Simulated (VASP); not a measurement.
A run of VASP 6.6.1 is set up as follows.

Contents of INCAR:

```
SYSTEM = Ru
PREC = Accurate
ENCUT = 520
EDIFF = 1E-7
ISMEAR = 0
SIGMA = 0.15
LREAL = .False.
LASPH = .True.
NELM = 80
ALGO = Fast
ISIF = 2
LWAVE = .False.
LCHARG = .False.
GGA = PS
NBANDS = 21
```

The input KPOINTS:

```
Automatic mesh
0
Gamma
  24 24 12
  0 0 0
```

The input POSCAR:

```
Ru
1.0
    2.7463863242      0.0000000000      0.0000000000
   -1.3731931621      2.3784403254      0.0000000000
    0.0000000000      0.0000000000      4.1534430000
Ru
2
Direct
    0.3333333333      0.6666666667      0.2500000000
    0.6666666667      0.3333333333      0.7500000000
```

Potentials or basis: VASP PAW PBE potentials, release 64 (Ru_pv).

Launch:

```console
$ cat potpaw_PBE.64/Ru_pv/POTCAR > POTCAR
$ mpirun -np 1 vasp_std > vasp.out
```

(1) Predict the band gap on the k mesh.

(2) Predict the pressure.

Answers

(1) zero (band 14 reaches 14.13 eV, above the bottom of band 15 at 10.94 eV).

(2) -4.8 GPa.

Caveat: the cell differs from its parent crystal (strain +0.015 along x and y, -0.030 along z); the PAW data sets were made with another functional, which shifts forces and pressure a little.
